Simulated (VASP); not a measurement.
Crystal: KIr3.

```xyz
4
Lattice="4.2034 0.0000 0.0000 0.0000 4.2034 0.0000 0.0000 0.0000 4.1602" Properties=species:S:1:pos:R:3 pbc="T T T"
K     0.0000    0.0000    0.0000
Ir    0.0000    2.1017    2.0801
Ir    2.1017    0.0000    2.0801
Ir    2.1017    2.1017    0.0000
```

- Program: VASP 6.6.1
- Task: relaxation of cell and atoms
- Functional: PBE
- Potentials or basis: VASP PAW PBE potentials, release 64 (K_sv, Ir_sv_GW)
- Cutoff: 560 eV
- k mesh: 4 × 4 × 4
- Occupations: gaussian, width 0.1 eV
- Spin: no spin polarisation

At the start: pressure -11.3 GPa; volume 18.38 Å³/atom.

Problem. How do energy, volume and symmetry change on relaxing?

Solution. Over 8 steps the energy falls by 59.0 meV/atom and the volume is 16.84 Å³/atom (-8.3 %); space group Pm-3m (No. 221, to 0.1 Å) before and after.

Step by step:
```csv
step,energy change (eV),largest force (eV/Å),pressure (GPa),volume (Å³)
1,0.0000,0.0000,-11.32,73.50
2,0.2007,0.0000,22.60,60.54
3,-0.2351,0.0000,-0.34,67.55
4,-0.2352,0.0000,-0.03,67.43
5,-0.2352,0.0000,0.25,67.31
6,-0.2359,0.0000,-0.30,67.54
7,-0.2359,0.0000,-0.31,67.54
8,-0.2361,0.0000,0.08,67.37
```

Final structure:
```yaml
crystal:
  lattice:
    - [4.06871, 0.00000, 0.00000]
    - [0.00000, 4.06871, 0.00000]
    - [0.00000, 0.00000, 4.06988]
  atoms:
    - { symbol: K, position: [0.00000, 0.00000, 0.00000] }
    - { symbol: Ir, position: [0.00000, 0.50000, 0.50000] }
    - { symbol: Ir, position: [0.50000, 0.00000, 0.50000] }
    - { symbol: Ir, position: [0.50000, 0.50000, 0.00000] }
```

Caveat: the k points lie up to 0.39 Å⁻¹ apart in the final cell, too coarse for converged energies and pressures of a metal.
